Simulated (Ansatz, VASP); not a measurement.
**One calculation of SnSe, two programs**

File INCAR:

```
SYSTEM = SnSe
ALGO = Normal
EDIFF = 1E-6
ENCUT = 520
ISIF = 2
ISMEAR = 0
LASPH = .True.
LCHARG = .True.
LELF = .True.
LREAL = .False.
LVHAR = .True.
LWAVE = .False.
NBANDS = 17
NELM = 60
PREC = Accurate
SIGMA = 0.05
```

KPOINTS

```
k-points
0
Gamma
  8 8 8
  0 0 0
```

File POSCAR:

```
SnSe
1.0
    0.0000000000      2.9319145312      2.9466477701
    2.9613810090      0.0000000000      2.9466477701
    2.9613810090      2.9319145312      0.0000000000
Sn Se
1 1
Direct
    0.0000000000      0.0000000000      0.0000000000
    0.5000000000      0.5000000000      0.5000000000
```

Input for Ansatz:

```yaml
crystal:
  lattice:
    - [0.0, 2.9319145312, 2.9466477701]
    - [2.961381009, 0.0, 2.9466477701]
    - [2.961381009, 2.9319145312, 0.0]
  atoms:
    - { symbol: Sn, position: [0.0, 0.0, 0.0] }
    - { symbol: Se, position: [0.5, 0.5, 0.5] }
basis:
  ecutwfc: 420
kpoints:
  mp_grid: { grid: [8, 8, 8] }
hamiltonian:
  xc: lda
scf:
  occupations: { method: gaussian, width: 0.05 }
output:
  forces: true
  stress: true
  eigenvalues: true
```

Change from the starting cell: strain +0.0050 x Voigt [1, -1, 0, 0, 0, 0], atoms carried along.

Alike in both runs: task single point; functional LDA; k mesh 8 × 8 × 8; occupations gaussian, width 0.05 eV; no spin polarisation.

|  | VASP | Ansatz |
| --- | --- | --- |
| version | VASP 6.6.1 | Ansatz 0.2.0 |
| potentials or method | VASP PAW LDA potentials, release 64 (Sn_d, Se), cutoff 520 eV | scalar-relativistic, plane waves, PAW |
| valence electrons in the cell | 20 | 30 |

|  | VASP | Ansatz | Ansatz less VASP |
| --- | --- | --- | --- |
| gap on the k mesh at the Fermi level (eV) | 0.75 | 0.76 | +0.010 |
| least direct gap on the mesh (eV) | 0.90 | 0.90 | +0.001 |
| pressure (GPa) | 0.1 | 0.0 | -0.14 |
| traceless stress, the component that is largest in VASP (GPa) | 0.74 | 0.73 | -0.006 |

LDA's correlation is that of Perdew and Zunger in VASP and of Perdew and Wang (1992) in Ansatz. VASP's potentials hold 20 valence electrons a cell and Ansatz's 30, so a difference there can come from the potentials and not from the codes.
